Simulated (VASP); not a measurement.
Input of a VASP 6.6.1 run:

File INCAR:

```
  PREC = Accurate
  ENCUT = 520
  EDIFF = 1E-6
  ISMEAR = 0
  SIGMA = 0.05
  LREAL = False
  LASPH = True
  NELM = 100
  ALGO = Normal
  ISIF = 2
  LWAVE = False
  LCHARG = True
  GGA = PS
  LELF = True
  LVHAR = True
  NBANDS = 14
```

KPOINTS

```
Automatic mesh
0
Gamma
  10 10 10
```

Contents of POSCAR:

```
YB
1.0
    0.0000000000      2.6470820792      2.6470820792
    2.6470820792      0.0000000000      2.6470820792
    2.6470820792      2.6470820792      0.0000000000
Y B
1 1
Direct
    0.4773335325      0.5226664675      0.5226664675
    0.0000000000      0.0000000000      0.0000000000
```

Potentials or basis: VASP PAW PBE potentials, release 64 (Y_sv, B).

Run with:

```bash
$ cat potpaw_PBE.64/Y_sv/POTCAR potpaw_PBE.64/B/POTCAR > POTCAR
$ mpirun -np 1 vasp_std > vasp.out
```

(1) What does it give for the band gap on the k mesh?

(2) Predict the pressure.

(3) Estimate the largest force.

## Answers

(1) zero (bands 7 and 8 overlap by 2.67 eV).

(2) 0.1 GPa.

(3) 0.469 eV/Å.

Caveat: the cell differs from its parent crystal (atom 1 (Y) moved 0.12 Å along x); the PAW data sets were made with another functional, which shifts forces and pressure a little.
